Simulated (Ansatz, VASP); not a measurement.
**Two plane-wave programs on Cd3Cu2**

```
CELL_PARAMETERS angstrom
4.93528 0.00000 0.00000
0.00000 4.93528 0.00000
0.00000 0.00000 4.93528
ATOMIC_POSITIONS crystal
Cd 0.50000 0.00000 0.00000
Cd 0.00000 0.50000 0.00000
Cd 0.00000 0.00000 0.50000
Cu 0.00000 0.00000 0.00000
Cu 0.50000 0.50000 0.50000
```

Alike in both runs: functional PBE; k mesh 8 × 8 × 8; occupations gaussian, width 0.1 eV; no spin polarisation.

Ansatz relaxed the structure, and its values are those at the end. VASP's run is a single point on that final structure, the one shown.

```csv
,VASP,Ansatz
version,VASP 6.6.1,Ansatz 0.2.0
potentials or method,"VASP PAW PBE potentials, release 64 (Cd, Cu), cutoff 520 eV","scalar-relativistic, plane waves, PAW"
valence electrons in the cell,58,98
```

VASP gave:

| Item | Value |
| --- | --- |
| gap on the k mesh at the Fermi level (eV) | none |
| pressure (GPa) | 0.3 |

Estimate Ansatz's values.

gap on the k mesh at the Fermi level (eV): none; pressure (GPa): 0.0.

A gap of «none» marks a metal or a gap that the smearing closes. VASP's potentials hold 58 valence electrons a cell and Ansatz's 98, so a difference there can come from the potentials and not from the codes.
